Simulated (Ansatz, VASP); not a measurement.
**Two plane-wave programs on Ge32H20CO**

```
Ge H O C
1.0
     8.00162    8.00162    0.00000
    -8.00162    8.00162    0.00000
     0.00000    0.00000   20.91290
Ge H O C
32 20 1 1
Direct
  0.68834 0.30775 0.34160
  0.81982 0.69343 0.34158
  0.04085 0.97326 0.38312
  0.31842 0.19239 0.34123
  0.96289 0.53144 0.38281
  0.18881 0.80989 0.34811
  0.46100 0.02977 0.38112
  0.54513 0.46801 0.38209
  0.87776 0.38391 0.30147
  0.89262 0.88583 0.30489
  0.12769 0.11773 0.30098
  0.39173 0.38531 0.30491
  0.11278 0.61942 0.30528
  0.37444 0.88509 0.29929
  0.61342 0.11547 0.30481
  0.62826 0.61829 0.30148
  0.00115 0.24972 0.23467
  0.00127 0.74787 0.22990
  0.25029 0.00021 0.22717
  0.50078 0.24838 0.22983
  0.25020 0.50087 0.23630
  0.50045 0.74999 0.23487
  0.75134 0.99864 0.23561
  0.75029 0.49952 0.22809
  0.87500 0.12500 0.16446
  0.87500 0.62500 0.16446
  0.12500 0.87500 0.16446
  0.37500 0.12500 0.16446
  0.12500 0.37500 0.16446
  0.37500 0.62500 0.16446
  0.62500 0.87500 0.16446
  0.62500 0.37500 0.16446
  0.95102 0.04898 0.11954
  0.79898 0.20102 0.11954
  0.95102 0.54898 0.11954
  0.79898 0.70102 0.11954
  0.20102 0.79898 0.11954
  0.04898 0.95102 0.11954
  0.45102 0.04898 0.11954
  0.29898 0.20102 0.11954
  0.20102 0.29898 0.11954
  0.04898 0.45102 0.11954
  0.45102 0.54898 0.11954
  0.29898 0.70102 0.11954
  0.70102 0.79898 0.11954
  0.54898 0.95102 0.11954
  0.70102 0.29898 0.11954
  0.54898 0.45102 0.11954
  0.31992 0.85141 0.44705
  0.41710 0.68666 0.40502
  0.29604 0.60068 0.43494
  0.39430 0.67265 0.48999
  0.27143 0.77974 0.44278
  0.35084 0.67883 0.44326
```

Alike in both runs: task single point; functional revPBE; dispersion D3(BJ); k mesh 1 × 1 × 1; occupations gaussian, width 0.03 eV; no spin polarisation.

|  | VASP | Ansatz |
| --- | --- | --- |
| version | VASP 6.6.1 | Ansatz 0.2.0 |
| potentials or method | VASP PAW PBE potentials, release 64 (Ge_d, H, O, C) | scalar-relativistic, plane waves, PAW |
| plane-wave cutoff (eV) | 520 | 420 |
| valence electrons in the cell | 478 | 478 |

VASP gave:

| Item | Value |
| --- | --- |
| rms of the force components (eV/Å) | 0.135 |

Q: Estimate Ansatz's values.

A: rms of the force components (eV/Å): 0.132.

VASP's potentials were made for PBE, not for revPBE. Ansatz's warnings: dispersion switch in reach.
